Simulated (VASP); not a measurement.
# Sn (I4_1/amd) in VASP: single point with PBE

Aim: the single point of Sn with PBE.

Everything below comes from runs of VASP 6.6.1. Logs are shortened: lines on timing, memory, paths and dates and some standing lists are left out, and cuts for length are marked.

**1. The cell of the first run**

Symmetry: I4_1/amd, No. 141, tetragonal system. Conventional cell: a = 5.832 Å, b = 5.832 Å, c = 3.181 Å, α = 90.00°, β = 90.00°, γ = 90.00°. Sn (site symmetry -4m2) has 10 Sn at 3.02 to 3.77 Å within 4.0 Å.

**2. Single point, PBE**

INCAR reads:

```
SYSTEM = Sn
ALGO     = Normal         ! electronic algorithm
EDIFF    = 1E-7           ! SCF threshold, eV
ENCUT    = 520            ! plane-wave cutoff, eV
GGA      = PE             ! functional
ISIF     = 2              ! what is computed and relaxed
ISMEAR   = -1             ! smearing method
ISYM     = 0            
LASPH    = .True.         ! aspherical terms in the spheres
LCHARG   = .True.         ! write CHGCAR
LELF     = .True.         ! ELF
LREAL    = .False.        ! projectors in reciprocal space
LVHAR    = .True.       
LWAVE    = .False.        ! write WAVECAR
NBANDS   = 21             ! bands
NELM     = 100            ! most SCF steps
PREC     = Accurate       ! precision mode
SIGMA    = 0.05           ! smearing width, eV
```

KPOINTS reads:

```
k-points
0
Gamma
  15 15 10
  0 0 0
```

POSCAR reads:

```
Sn
1.0
   -2.9158500000      2.9158500000      1.5906500000
    2.9158500000     -2.9158500000      1.5906500000
    2.9158500000      2.9158500000     -1.5906500000
Sn
2
Direct
    0.0000000000      0.0000000000      0.0000000000
    0.7500000000      0.2500000000      0.5000000000
```

Potentials or basis: VASP PAW PBE potentials, release 64 (Sn_d).

Command:

```console
cat potpaw_PBE.64/Sn_d/POTCAR > POTCAR
mpirun -np 1 vasp_std > vasp.out
```

OUTCAR:

```text
SYSTEM = Sn
   EDIFF = 1E-7
   ENCUT = 520
   GGA = PE
   ISIF = 2
   ISMEAR = -1
   ISYM = 0
   LASPH = .True.
   LREAL = .False.
   NELM = 100
   PREC = Accurate

 ion  position               nearest neighbor table
   1  0.000  0.000  0.000-   2 3.02   2 3.02   2 3.02   2 3.02
   2  0.750  0.250  0.500-   1 3.02   1 3.02   1 3.02   1 3.02

IMPORTANT INFORMATION: All symmetrisations will be switched off!
NOSYMM: (Re-)initialisation of all symmetry stuff for point group C_1.

----------------------------------------------------------------------------------------

                                     Primitive cell

  volume of cell :      54.0960

  direct lattice vectors                    reciprocal lattice vectors
    -2.915850000  2.915850000  1.590650000     0.000000000  0.171476585  0.314336906
     2.915850000 -2.915850000  1.590650000     0.171476585  0.000000000  0.314336906
     2.915850000  2.915850000 -1.590650000     0.171476585  0.171476585  0.000000000

  length of vectors
     4.419788441  4.419788441  4.419788441     0.358066907  0.358066907  0.242504512

  position of ions in fractional coordinates (direct lattice)
     0.000000000  0.000000000  0.000000000
     0.750000000  0.250000000  0.500000000

  ion indices of the primitive-cell ions
   primitive index   ion index
                 1           1
                 2           2

----------------------------------------------------------------------------------------

 KPOINTS: k-points

Automatic generation of k-mesh.
 Grid dimensions read from file:
 generate k-points for:   15   15   10

 Generating k-lattice:

  Cartesian coordinates                     Fractional coordinates (reciprocal lattice)
     0.000000000  0.011431772  0.020955794     0.066666667  0.000000000  0.000000000
     0.011431772  0.000000000  0.020955794     0.000000000  0.066666667  0.000000000
     0.017147658  0.017147658  0.000000000     0.000000000  0.000000000  0.100000000

  Length of vectors
     0.023871127  0.023871127  0.024250451

  Shift w.r.t. Gamma in fractional coordinates (k-lattice)
     0.000000000  0.000000000  0.000000000

 -----------------------------------------------------------------------------
|                                                                             |
|           W    W    AA    RRRRR   N    N  II  N    N   GGGG   !!!           |
|           W    W   A  A   R    R  NN   N  II  NN   N  G    G  !!!           |
|           W    W  A    A  R    R  N N  N  II  N N  N  G       !!!           |
|           W WW W  AAAAAA  RRRRR   N  N N  II  N  N N  G  GGG   !            |
|           WW  WW  A    A  R   R   N   NN  II  N   NN  G    G                |
|           W    W  A    A  R    R  N    N  II  N    N   GGGG   !!!           |
|                                                                             |
|     Your reciprocal lattice and k-lattice belong to different lattice       |
|     classes:                                                                |
|                                                                             |
|        The reciprocal lattice is body-centered tetragonal,                  |
|        whereas your k-lattice is base-centered monoclinic.                  |
|                                                                             |
|     Results are often still useful ...                                      |
|                                                                             |
 -----------------------------------------------------------------------------

 WARNING: IBZKPT: internal override: KBLOWUP is changed to .FALSE.
      ... skipping the blow-up phase ...

 Subroutine IBZKPT returns following result:
 ===========================================

 Found   1126 irreducible k-points:

 Following reciprocal coordinates:
            Coordinates               Weight
  0.000000  0.000000  0.000000      1.000000
  0.066667 -0.000000  0.000000      2.000000
  0.133333  0.000000  0.000000      2.000000
  0.200000  0.000000 -0.000000      2.000000
  0.266667  0.000000  0.000000      2.000000
  0.333333  0.000000 -0.000000      2.000000
[... 16 lines left out ...]
 -0.066667  0.066667  0.000000      2.000000
  0.000000  0.133333  0.000000      2.000000
 [... further k-points ...]
   k-points           NKPTS =   1126   k-points in BZ     NKDIM =   1126   number of bands    NBANDS=     21
   number of dos      NEDOS =    301   number of ions     NIONS =      2
   total plane-waves  NPLWV =  46656
   dimension x,y,z NGX =    36 NGY =   36 NGZ =   36
   dimension x,y,z NGXF=    72 NGYF=   72 NGZF=   72
   ions per type =               2
   NGX,Y,Z   is equivalent  to a cutoff of  13.54, 13.54, 13.54 a.u.
   NGXF,Y,Z  is equivalent  to a cutoff of  27.08, 27.08, 27.08 a.u.
 SYSTEM =  Sn
   PREC   = accura    normal or accurate (medium, high low for compatibility)
   ISTART =      0    job   : 0-new  1-cont  2-samecut
   ICHARG =      2    charge: 1-file 2-atom 10-const
   ISPIN  =      1    spin polarized calculation?
   LNONCOLLINEAR =      F non collinear calculations
   LSORBIT =      F    spin-orbit coupling
   LASPH  =      T    aspherical Exc in radial PAW
   ENCUT  =  520.0 eV  38.22 Ry    6.18 a.u.   8.22  8.22  8.22*2*pi/ulx,y,z
   NELM   =    100;   NELMIN=  2; NELMDL= -5     # of ELM steps
   EDIFF  = 0.1E-06   stopping-criterion for ELM
   LREAL  =      F    real-space projection
   EDIFFG = 0.1E-05   stopping-criterion for IOM
   NSW    =      0    number of steps for IOM
   IBRION =     -1    ionic relax: 0-MD 1-quasi-New 2-CG
   NFREE  =      0    steps in history (QN), initial steepest desc. (CG)
   ISIF   =      2    stress and relaxation
   ISYM   =      0    0-nonsym 1-usesym 2-fastsym
   POTIM  = 0.5000    time-step for ionic-motion
   TEBEG  =    0.0;   TEEND  =   0.0 temperature during run
   PSTRESS=    0.0 pullay stress
   NELECT =      28.0000    total number of electrons
   NUPDOWN=      -1.0000    fix difference up-down
   EMIN   =  10.00;   EMAX   =-10.00  energy-range for DOS
   EFERMI =   0.00;   METHOD = LEGACY
   ISMEAR =    -1;   SIGMA  =   0.05  broadening in eV -4-tet -1-fermi 0-gaus
   EFERMI_NEDOS =   21; number of points for ismear=-14 and -15
   IALGO  =     38    algorithm
   IMIX   =      4    mixing-type and parameters
     AMIX     =   0.40;   BMIX     =  1.00
     AMIX_MAG =   1.60;   BMIX_MAG =  1.00
  volume/ion in A,a.u.               =      27.05       182.53
  Fermi-wavevector in a.u.,A,eV,Ry     =   1.314435  2.483922 23.507328  1.727740
  Thomas-Fermi vector in A             =   2.444688
   LORBIT       =      0    0 simple, 1 ext, 2 COOP (PROOUT), +10 PAW based schemes
   GGA     = PE    functional components
   LHFCALC =     F    Hartree Fock is set to
   AEXX    =    0.0000 exact exchange contribution
   IVDW    =     0    specifies the selected vdW correction
   LEPSILON=     F    determine dielectric tensor
   LRPA    =     F    only Hartree local field effects (RPA)
 non-spin polarized calculation
  energy-cutoff  :      520.00
  volume of cell :       54.10
 maximum number of plane-waves:      1476
 NGX is ok and might be reduce to    36
   NGX = 17   NGY = 17   NGZ = 17

 number of electron      28.0000002 magnetization

 Free energy of the ion-electron system (eV)
  ---------------------------------------------------
  ext. energy  EPLUGINS =         0.00000000
  ---------------------------------------------------
  free energy    TOTEN  =        -7.59069604 eV

  energy without entropy =       -7.58246926  energy(sigma->0) =       -7.58658265

 E-fermi :   8.0220     XC(G=0): -10.3207

 val. band max:        8.0166266349   @ k =  -0.1333  -0.2000   0.2000
 cond. band min:       8.0230182322   @ k =  -0.2000  -0.2667   0.3000
 fundamental gap:      0.0063915974
 Fermi energy:         8.0219599000

 k-point     1 :       0.0000    0.0000    0.0000
  band No.  band energies     occupation
      1     -13.6462      2.00000
      2     -13.5608      2.00000
      3     -13.5188      2.00000
      4     -13.5057      2.00000
      5     -13.3566      2.00000
      6     -13.3559      2.00000
[... 13 lines left out ...]
     20      17.9007      0.00000
     21      18.5625      0.00000

 k-point     2 :       0.0667   -0.0000    0.0000
  band No.  band energies     occupation
      1     -13.6434      2.00000
      2     -13.5518      2.00000
      3     -13.5155      2.00000
      4     -13.4951      2.00000
      5     -13.3631      2.00000
      6     -13.3621      2.00000
[... 13 lines left out ...]
     20      17.6686      0.00000
     21      17.8133      0.00000

 k-point     3 :       0.1333    0.0000    0.0000
  band No.  band energies     occupation
      1     -13.6349      2.00000
      2     -13.5273      2.00000
      3     -13.5061      2.00000
      4     -13.4679      2.00000
      5     -13.3785      2.00000
      6     -13.3710      2.00000
[... 13 lines left out ...]
     20      16.5870      0.00000
     21      16.7329      0.00000

 k-point     4 :       0.2000    0.0000   -0.0000
  band No.  band energies     occupation
      1     -13.6217      2.00000
      2     -13.4954      2.00000
      3     -13.4925      2.00000
      4     -13.4403      2.00000
      5     -13.3979      2.00000
      6     -13.3692      2.00000
[... 13 lines left out ...]
     20      15.7119      0.00000
     21      16.4557      0.00000

 k-point     5 :       0.2667    0.0000    0.0000
  band No.  band energies     occupation
      1     -13.6062      2.00000
      2     -13.4781      2.00000
      3     -13.4706      2.00000
      4     -13.4359      2.00000
      5     -13.4161      2.00000
      6     -13.3743      2.00000
[... 13 lines left out ...]
     20      15.0673      0.00000
     21      16.8328      0.00000
[... 382 lines left out ...]
     20      16.6991      0.00000
     21      16.9767      0.00000

 k-point    22 :      -0.1333    0.0667    0.0000
  band No.  band energies     occupation
      1     -13.6361      2.00000
      2     -13.5533      2.00000
      3     -13.5094      2.00000
      4     -13.5003      2.00000
      5     -13.3643      2.00000
      6     -13.3578      2.00000
[... 13 lines left out ...]
     20      17.7367      0.00000
     21      17.9584      0.00000

 k-point    23 :      -0.0667    0.0667    0.0000
  band No.  band energies     occupation
      1     -13.6424      2.00000
      2     -13.5615      2.00000
      3     -13.5156      2.00000
      4     -13.5082      2.00000
      5     -13.3577      2.00000
      6     -13.3544      2.00000
[... 13 lines left out ...]
     20      18.1575      0.00000
     21      18.4954      0.00000

 k-point    24 :       0.0000    0.1333    0.0000
  band No.  band energies     occupation
      1     -13.6349      2.00000
      2     -13.5273      2.00000
      3     -13.5061      2.00000
      4     -13.4679      2.00000
      5     -13.3785      2.00000
      6     -13.3710      2.00000
[... 13 lines left out ...]
     20      16.5870      0.00000
     21      16.7329      0.00000

 [... further k-points ...]

------------------------ aborting loop because EDIFF is reached ----------------------------------------

  FORCE on cell =-STRESS in cart. coord.  units (eV):
  Direction    XX          YY          ZZ          XY          YZ          ZX
  --------------------------------------------------------------------------------------
  -------------------------------------------------------------------------------------
  Total        1.0137852      1.0137848      0.6229769     -0.0402568      0.0164667      0.0164664
  in kB       30.0255894     30.0255785     18.4508998     -1.1922969      0.4876979      0.4876902
  external PRESSURE =      26.1673559 kB  Pullay stress =       0.0000000 kB

 VOLUME and BASIS-vectors are now :
 -----------------------------------------------------------------------------
  energy-cutoff  :      520.00
  volume of cell :       54.10
      direct lattice vectors                 reciprocal lattice vectors
    -2.915850000  2.915850000  1.590650000     0.000000000  0.171476585  0.314336906
     2.915850000 -2.915850000  1.590650000     0.171476585  0.000000000  0.314336906
     2.915850000  2.915850000 -1.590650000     0.171476585  0.171476585  0.000000000

 POSITION                                       TOTAL-FORCE (eV/Angst)
 -----------------------------------------------------------------------------------
      0.00000      0.00000      0.00000         0.001695     -0.001695      0.000000
     -0.00000      2.91585      0.79532        -0.001695      0.001695     -0.000000
 -----------------------------------------------------------------------------------
    total drift:                                0.000001      0.000000     -0.000000

  FREE ENERGIE OF THE ION-ELECTRON SYSTEM (eV)
  ---------------------------------------------------
  free  energy   TOTEN  =        -7.5906960407 eV

  energy  without entropy=       -7.5824692578  energy(sigma->0) =       -7.58658265
```

Run time: 28 min. Hardware: 1 thread of AMD EPYC 7R43 (Zen 3), shared host; peak memory 0.96 GiB.

What came out:

```
Free energy            : -7.5907 eV
Pressure               : 2.6 GPa
Band gap on the k mesh : zero (band 14 reaches 9.62 eV, above the bottom of band 15 at 5.27 eV)
```

Forces on the atoms (eV/Å):
```
Sn   0.002 -0.002  0.000
Sn  -0.002  0.002  0.000
```

Levels at points of the mesh, in eV from the Fermi level:
```csv
k point,band 11,band 12,band 13,band 14,band 15,band 16,band 17,band 18
"(0.00, 0.00, 0.00)",-11.16,-3.61,-1.99,-1.99,2.97,6.25,6.25,6.84
"(0.00, 0.00, 0.50)",-8.91,-8.91,0.60,0.60,1.60,1.60,6.01,6.01
```

Caveat: spin-orbit coupling is left out, which moves the levels of the heavy elements.
